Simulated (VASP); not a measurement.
Runs of VASP 6.6.1 on SrNi3. The structure is that of space group Pm-3m (No. 221), or close to it. The cells are those of the table. 

```tsv
level	potentials or basis	cell	gap on the mesh (eV)	pressure (GPa)	moment (μB)
LDA	VASP PAW LDA potentials, release 64 (Sr_sv, Ni)	a = 3.995 Å, 4 atoms	none	-8.7	1.06
PBE	VASP PAW PBE potentials, release 64 (Sr_sv, Ni)	a = 4.086 Å, 4 atoms	none	-4.0	1.07
PBEsol	VASP PAW PBE potentials, release 64 (Sr_sv, Ni)	a = 3.995 Å, 4 atoms	none	-4.9	1.08
r2SCAN	VASP PAW PBE potentials, release 64 (Sr_sv, Ni)	a = 3.995 Å, 4 atoms	none	(b)	1.08
PBE	VASP PAW PBE potentials, release 64 (Sr_sv, Ni)	a = 4.021 Å, 4 atoms	none	-1.0	1.08
PBE	VASP PAW PBE potentials, release 64 (Sr_sv, Ni)	a = 4.047 Å, 4 atoms	none	-2.3	1.08
PBE	VASP PAW PBE potentials, release 64 (Sr_sv, Ni)	a = 4.124 Å, 4 atoms	none	(a)	1.07
```

Alike in all rows: task single point; spin collinear, ferromagnetic start; k mesh 8 × 8 × 8; cutoff (eV) 520; smearing gaussian 0.05 eV.

Task: Estimate the missing entries.

Result: (a) -5.5; (b) -2.2.

Caveats: the PAW data sets were made with another functional, which shifts forces and pressure a little (some runs).

A k mesh can miss the band edges, and the runs leave out spin-orbit coupling on Sr.

A gap of «none» marks levels without a gap at the run's occupations.
